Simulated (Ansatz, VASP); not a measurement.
Given: the input of a run of VASP 6.6.1 on MoS2.

INCAR

```
PREC     = Accurate       # precision mode
ENCUT    = 520            # plane-wave cutoff, eV
EDIFF    = 1E-7           # SCF threshold, eV
ISMEAR   = -1             # smearing method
SIGMA    = 0.05           # smearing width, eV
LREAL    = F              # projectors in reciprocal space
LASPH    = T              # aspherical terms in the spheres
NELM     = 80             # most SCF steps
ALGO     = Normal         # electronic algorithm
ISIF     = 2              # what is computed and relaxed
LWAVE    = F              # write WAVECAR
LCHARG   = F              # write CHGCAR
GGA      = PE             # functional
NBANDS   = 20             # bands
```

File KPOINTS:

```
Automatic mesh
0
Gamma
  5 5 3
```

Contents of POSCAR:

```
MoS2
1.0
    3.2274645616      0.0000000000      0.0000000000
   -1.6137322808      2.7950663001      0.0000000000
    0.0000000000      0.0000000000      6.3124734200
Mo S
1 2
Direct
    0.0000000000      0.0000000000      0.5000000000
    0.6666666667      0.3333333333      0.7446806800
    0.3333333333      0.6666666667      0.2553193200
```

Potentials or basis: VASP PAW PBE potentials, release 64 (Mo_sv, S).

Command:

```sh
$ cat potpaw_PBE.64/Mo_sv/POTCAR potpaw_PBE.64/S/POTCAR > POTCAR
$ mpirun -np 1 vasp_std > vasp.out
```

Task: Translate it to Ansatz 0.2.0. Potentials there: Ansatz PAW.

Result: As run (the cutoff follows the program's own potentials):

The input input.yaml:

```yaml
crystal:
  lattice:
    - [3.2274645616, 0.0, 0.0]
    - [-1.6137322808, 2.7950663001, 0.0]
    - [0.0, 0.0, 6.31247342]
  atoms:
    - { symbol: Mo, position: [0.0, 0.0, 0.5] }
    - { symbol: S, position: [0.6666666667, 0.3333333333, 0.74468068] }
    - { symbol: S, position: [0.3333333333, 0.6666666667, 0.25531932] }
hamiltonian:
  xc: pbe
  pseudopotentials: { kind: paw }
kpoints:
  mp_grid: { grid: [5, 5, 3] }
scf:
  occupations: { method: fermi_dirac, width: 0.05 }
output:
  forces: true
  stress: true
  eigenvalues: true
```

Potentials or basis: Ansatz PAW.

Command:

```console
$ ansatz run input.yaml --threads 2 --pin off --max-ram 5120MiB --backend cpu --events-out ev --progress --plain --runs-dir out
```

Both were run:

|  | VASP | Ansatz | Ansatz less VASP |
| --- | --- | --- | --- |
| gap on the k mesh at the Fermi level (eV) | none | none | - |
| pressure (GPa) | 0.9 | 1.0 | +0.09 |
| traceless stress, the component that is largest in VASP (GPa) | 0.42 | 0.41 | -0.012 |
| rms of the force components (eV/Å) | 0.087 | 0.091 | +0.0037 |

Atom by atom the forces differ by 0.004 eV/Å (rms over components). A gap of «none» marks a metal or a gap that the smearing closes.

The k mesh is coarse, so the values compare programs but aren't converged.
